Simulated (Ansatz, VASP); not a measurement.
## Al2Cu in VASP and in Ansatz

Contents of INCAR:

```
PREC     = Accurate       # precision mode
ENCUT    = 520            # plane-wave cutoff, eV
EDIFF    = 1E-6           # SCF threshold, eV
ISMEAR   = 0              # smearing method
SIGMA    = 0.15           # smearing width, eV
LREAL    = False          # projectors in reciprocal space
LASPH    = True           # aspherical terms in the spheres
NELM     = 60             # most SCF steps
ALGO     = Fast           # electronic algorithm
ISIF     = 2              # what is computed and relaxed
LWAVE    = False          # write WAVECAR
LCHARG   = False          # write CHGCAR
NBANDS   = 16             # bands
```

Contents of KPOINTS:

```
Automatic mesh
0
Gamma
  14 14 14
```

POSCAR

```
Al2Cu
1.0
   -2.0248162588      2.0248162588      2.7027073770
    2.0248162588     -2.0248162588      2.7027073770
    2.0781404630      2.0781404630     -2.7027073770
Al Cu
2 1
Direct
    0.7500000000      0.2500000000      0.5000000000
    0.2500000000      0.7500000000      0.5000000000
    0.5000000000      0.5000000000      0.0000000000
```

Input for Ansatz:

```yaml
crystal:
  lattice:
    - [-2.0248162588, 2.0248162588, 2.702707377]
    - [2.0248162588, -2.0248162588, 2.702707377]
    - [2.078140463, 2.078140463, -2.702707377]
  atoms:
    - { symbol: Al, position: [0.75, 0.25, 0.5] }
    - { symbol: Al, position: [0.25, 0.75, 0.5] }
    - { symbol: Cu, position: [0.5, 0.5, 0.0] }
basis:
  ecutwfc: 520.0
kpoints:
  mp_grid: { grid: [14, 14, 14] }
hamiltonian:
  xc: lda
  pseudopotentials: { kind: paw, azcp: { folder: soft_1 } }
scf:
  occupations: { method: gaussian, width: 0.15 }
output:
  forces: true
  stress: true
  eigenvalues: true
```

Change from the starting cell: strain +e along x and -e along y -0.0133, strain +e along z and -e/2 along x and y -0.0467.

Alike in both runs: task single point; functional LDA; k mesh 14 × 14 × 14; occupations gaussian, width 0.15 eV; no spin polarisation.

|  | VASP | Ansatz |
| --- | --- | --- |
| version | VASP 6.6.1 | Ansatz 0.2.0 |
| potentials or method | VASP PAW LDA potentials, release 64 (Al, Cu), cutoff 520 eV | scalar-relativistic, plane waves, PAW |
| valence electrons in the cell | 17 | 25 |

|  | VASP | Ansatz | Ansatz less VASP |
| --- | --- | --- | --- |
| gap on the k mesh at the Fermi level (eV) | none | none | - |
| pressure (GPa) | 0.9 | 0.6 | -0.29 |
| traceless stress, the component that is largest in VASP (GPa) | 5.83 | 5.87 | +0.037 |

Ansatz warns that its potentials were made for another functional, while VASP's fit it. LDA's correlation is that of Perdew and Zunger in VASP and of Perdew and Wang (1992) in Ansatz. A gap of «none» marks a metal or a gap that the smearing closes. VASP's potentials hold 17 valence electrons a cell and Ansatz's 25, so a difference there can come from the potentials and not from the codes.
